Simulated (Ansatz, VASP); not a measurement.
## Al3GaN4 in VASP and in Ansatz

INCAR

```
ALGO     = Normal         # electronic algorithm
EDIFF    = 1E-7           # SCF threshold, eV
ENCUT    = 520            # plane-wave cutoff, eV
GGA      = PS             # functional
ISIF     = 2              # what is computed and relaxed
ISMEAR   = 0              # smearing method
LASPH    = T              # aspherical terms in the spheres
LCHARG   = F              # write CHGCAR
LREAL    = Auto         
LWAVE    = F              # write WAVECAR
NBANDS   = 56             # bands
NELM     = 80             # most SCF steps
PREC     = Accurate       # precision mode
SIGMA    = 0.05           # smearing width, eV
```

KPOINTS

```
k-points
0
Gamma
  5 5 3
```

Contents of POSCAR:

```
Al3GaN4
1.0
    0.0000000000     -4.4069948432      0.0000000000
    0.0000000000      0.0000000000     -4.4069948432
    8.8139896863     -0.8813989686      0.0000000000
Al Ga N
6 2 8
Direct
    0.4877600000      1.0000000000      0.0612000000
    0.3877600000      1.0000000000      0.5612000000
   -0.0122400000      0.5000000000      0.0612000000
   -0.1122400000      0.5000000000      0.5612000000
    0.4377600000      0.5000000000      0.3112000000
    0.3377600000      0.5000000000      0.8112000000
   -0.0622400000      1.0000000000      0.3112000000
   -0.1622400000      1.0000000000      0.8112000000
    0.2185815106      0.7447077176      0.1835538588
    0.1185815106      0.7447077176      0.6835538588
    0.7079969458      0.2552922824      0.1835538588
    0.6079969458      0.2552922824      0.6835538588
    0.0675230542      0.2552922824      0.9388461412
    0.1675230542      0.2552922824      0.4388461412
    0.5569384894      0.7447077176      0.9388461412
    0.6569384894      0.7447077176      0.4388461412
```

Input for Ansatz:

```yaml
crystal:
  lattice:
    - [0.0, -4.4069948432, 0.0]
    - [0.0, 0.0, -4.4069948432]
    - [8.8139896863, -0.8813989686, 0.0]
  atoms:
    - { symbol: Al, position: [0.48776, 1.0, 0.0612] }
    - { symbol: Al, position: [0.38776, 1.0, 0.5612] }
    - { symbol: Al, position: [-0.01224, 0.5, 0.0612] }
    - { symbol: Al, position: [-0.11224, 0.5, 0.5612] }
    - { symbol: Al, position: [0.43776, 0.5, 0.3112] }
    - { symbol: Al, position: [0.33776, 0.5, 0.8112] }
    - { symbol: Ga, position: [-0.06224, 1.0, 0.3112] }
    - { symbol: Ga, position: [-0.16224, 1.0, 0.8112] }
    - { symbol: "N", position: [0.2185815106, 0.7447077176, 0.1835538588] }
    - { symbol: "N", position: [0.1185815106, 0.7447077176, 0.6835538588] }
    - { symbol: "N", position: [0.7079969458, 0.2552922824, 0.1835538588] }
    - { symbol: "N", position: [0.6079969458, 0.2552922824, 0.6835538588] }
    - { symbol: "N", position: [0.0675230542, 0.2552922824, 0.9388461412] }
    - { symbol: "N", position: [0.1675230542, 0.2552922824, 0.4388461412] }
    - { symbol: "N", position: [0.5569384894, 0.7447077176, 0.9388461412] }
    - { symbol: "N", position: [0.6569384894, 0.7447077176, 0.4388461412] }
basis:
  ecutwfc: 420
kpoints:
  mp_grid: { grid: [5, 5, 3] }
hamiltonian:
  xc: pbesol
scf:
  occupations: { method: gaussian, width: 0.05 }
output:
  forces: true
  stress: true
  eigenvalues: true
```

Alike in both runs: task single point; functional PBEsol; k mesh 5 × 5 × 3; occupations gaussian, width 0.05 eV; no spin polarisation.

|  | VASP | Ansatz |
| --- | --- | --- |
| version | VASP 6.6.1 | Ansatz 0.2.0 |
| potentials or method | VASP PAW PBE potentials, release 64 (Al, Ga_d, N), cutoff 520 eV | scalar-relativistic, plane waves, PAW |
| valence electrons in the cell | 84 | 84 |

|  | VASP | Ansatz | Ansatz less VASP |
| --- | --- | --- | --- |
| gap on the k mesh at the Fermi level (eV) | 2.14 | 2.15 | +0.007 |
| least direct gap on the mesh (eV) | 2.14 | 2.15 | +0.007 |
| pressure (GPa) | 9.7 | 9.6 | -0.11 |
| traceless stress, the component that is largest in VASP (GPa) | 14.22 | 14.07 | -0.149 |
| rms of the force components (eV/Å) | 2.800 | 2.753 | -0.0474 |

VASP's potentials were made for PBE, not for PBEsol. Atom by atom the forces differ by 0.049 eV/Å (rms over components). With one functional, cell and mesh, what is left measures potentials, basis and numerics.
